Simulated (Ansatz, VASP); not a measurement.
# Sc7Al4 in VASP and in Ansatz

Contents of INCAR:

```
PREC     = Accurate       # precision mode
ENCUT    = 520            # plane-wave cutoff, eV
EDIFF    = 1E-6           # SCF threshold, eV
ISMEAR   = 0              # smearing method
SIGMA    = 0.1            # smearing width, eV
LREAL    = False          # projectors in reciprocal space
LASPH    = True           # aspherical terms in the spheres
NELM     = 60             # most SCF steps
ALGO     = Normal         # electronic algorithm
ISIF     = 2              # what is computed and relaxed
LWAVE    = False          # write WAVECAR
LCHARG   = False          # write CHGCAR
LDIPOL   = True         
IDIPOL   = 3            
DIPOL    = 0.5 0.5 0.500
GGA      = PS             # functional
NBANDS   = 56             # bands
```

File KPOINTS:

```
regular mesh
0
Gamma
  9 9 1
```

POSCAR

```
Sc7Al4
1.0
    4.8508989718      0.0000000000      0.0000000000
   -2.4254494859      4.2010017408      0.0000000000
    0.0000000000      0.0000000000     24.1281769796
Sc Al
7 4
Direct
    0.6666666667      0.3333333333      0.3108398950
    0.0000000000      0.0000000000      0.3738932634
    0.3333333333      0.6666666667      0.4369466317
    0.0000000000      0.0000000000      0.5000000000
    0.6666666667      0.3333333333      0.5630533683
    0.0000000000      0.0000000000      0.6261067366
    0.3333333333      0.6666666667      0.6891601050
    0.3333333333      0.6666666667      0.3108398950
    0.6666666667      0.3333333333      0.4369466317
    0.3333333333      0.6666666667      0.5630533683
    0.6666666667      0.3333333333      0.6891601050
```

Input for Ansatz:

```yaml
crystal:
  lattice:
    - [4.8508989718, 0.0, 0.0]
    - [-2.4254494859, 4.2010017408, 0.0]
    - [0.0, 0.0, 24.1281769796]
  atoms:
    - { symbol: Sc, position: [0.6666666667, 0.3333333333, 0.310839895] }
    - { symbol: Al, position: [0.3333333333, 0.6666666667, 0.310839895] }
    - { symbol: Sc, position: [0.0, 0.0, 0.3738932634] }
    - { symbol: Sc, position: [0.3333333333, 0.6666666667, 0.4369466317] }
    - { symbol: Al, position: [0.6666666667, 0.3333333333, 0.4369466317] }
    - { symbol: Sc, position: [0.0, 0.0, 0.5] }
    - { symbol: Sc, position: [0.6666666667, 0.3333333333, 0.5630533683] }
    - { symbol: Al, position: [0.3333333333, 0.6666666667, 0.5630533683] }
    - { symbol: Sc, position: [0.0, 0.0, 0.6261067366] }
    - { symbol: Sc, position: [0.3333333333, 0.6666666667, 0.689160105] }
    - { symbol: Al, position: [0.6666666667, 0.3333333333, 0.689160105] }
basis:
  ecutwfc: 420
kpoints:
  mp_grid: { grid: [9, 9, 1] }
hamiltonian:
  xc: pbesol
scf:
  occupations: { method: gaussian, width: 0.1 }
output:
  forces: true
  stress: true
  eigenvalues: true
  write_density: true
  write_potential: true
  elf: true
  volumetric_format: npy
efield:
  axis: 3
  dipole_correction: true
  ramp_width: 0.04
```

Alike in both runs: task single point; functional PBEsol; k mesh 9 × 9 × 1; occupations gaussian, width 0.1 eV; no spin polarisation.

```csv
,VASP,Ansatz
version,VASP 6.6.1,Ansatz 0.2.0
potentials or method,"VASP PAW PBE potentials, release 64 (Sc_sv, Al), cutoff 520 eV","scalar-relativistic, plane waves, PAW"
valence electrons in the cell,89,89
```

```tsv
	VASP	Ansatz	Ansatz less VASP
gap on the k mesh at the Fermi level (eV)	none	none	-
rms of the force components (eV/Å)	0.259	0.260	+0.0008
```

VASP's potentials were made for PBE, not for PBEsol. A gap of «none» marks a metal or a gap that the smearing closes. Ansatz's warnings: xc potential rough in thin density.
